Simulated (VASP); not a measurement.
**SnO2 (Cassiterite): single point with revPBE+D3(BJ)**

Crystal: SnO2 (Cassiterite).

```
Sn O
1.0
     4.83093    0.00000    0.00000
     0.00000    4.83093    0.00000
     0.00000    0.00000    3.24900
Sn O
2 4
Direct
  0.50000 0.50000 0.50000
  0.00000 0.00000 0.00000
  0.80710 0.19290 0.50000
  0.69290 0.69290 0.00000
  0.19290 0.80710 0.50000
  0.30710 0.30710 0.00000
```

| Property | Result |
| --- | --- |
| Program | VASP 6.6.1 |
| Task | single point |
| Functional | revPBE |
| Dispersion | D3(BJ) |
| Potentials or basis | VASP PAW PBE potentials, release 64 (Sn_d, O) |
| Cutoff | 520 eV |
| k mesh | 6 × 6 × 8 |
| Occupations | fermi-dirac, width 0.05 eV |
| Spin | no spin polarisation |
| Dipole correction | no |
| Further INCAR settings | ALGO = Normal; EDIFF = 1e-06; NBANDS = 35 |

- Pressure: -2.9 GPa
- Largest force: 0.104 eV/Å
- Band gap on the k mesh: 0.68 eV, direct
- Dispersion energy per atom: -0.406 eV

Forces in eV/Å, atoms in the order of the input:
```
Sn   0.000  0.000  0.000
Sn   0.000  0.000  0.000
O   -0.073  0.073  0.000
O    0.073  0.073  0.000
O    0.073 -0.073  0.000
O   -0.073 -0.073  0.000
```

Stress tensor (GPa, compression positive):
```
-2.84  0.00  0.00
 0.00 -2.84  0.00
 0.00  0.00 -2.96
```

Levels at points of the mesh, in eV from the valence-band top:
| k point | band 22 | band 23 | band 24 | band 25 | band 26 | band 27 | band 28 | band 29 | band 30 | band 31 |
| --- | --- | --- | --- | --- | --- | --- | --- | --- | --- | --- |
| (0.00, 0.00, 0.00) | -1.25 | -1.25 | -0.73 | -0.73 | 0.00 | 0.68 | 5.69 | 6.12 | 6.12 | 10.16 |
| (0.50, 0.00, 0.00) | -1.86 | -1.20 | -1.20 | -0.60 | -0.60 | 3.89 | 3.89 | 6.86 | 6.86 | 10.43 |
| (0.50, 0.50, 0.00) | -1.83 | -1.32 | -1.32 | -0.84 | -0.84 | 4.27 | 4.27 | 7.20 | 7.20 | 10.52 |
| (0.00, 0.00, 0.50) | -2.53 | -1.49 | -1.49 | -1.17 | -1.17 | 5.60 | 5.60 | 9.46 | 9.46 | 10.35 |
| (0.50, 0.00, 0.50) | -1.63 | -1.00 | -1.00 | -0.73 | -0.73 | 5.87 | 5.87 | 7.67 | 7.67 | 10.62 |
| (0.50, 0.50, 0.50) | -2.42 | -0.91 | -0.91 | -0.77 | -0.77 | 4.40 | 4.40 | 8.71 | 8.71 | 10.62 |

It took 88 s on 1 thread of Intel(R) Xeon(R) Platinum 8488C (Sapphire Rapids), on a shared host, peak memory 0.25 GiB.

Caveat: the PAW data sets were made with another functional, which shifts forces and pressure a little; spin-orbit coupling is left out, which moves the levels of the heavy elements. As with any semilocal functional, this revPBE gap is likely too small.
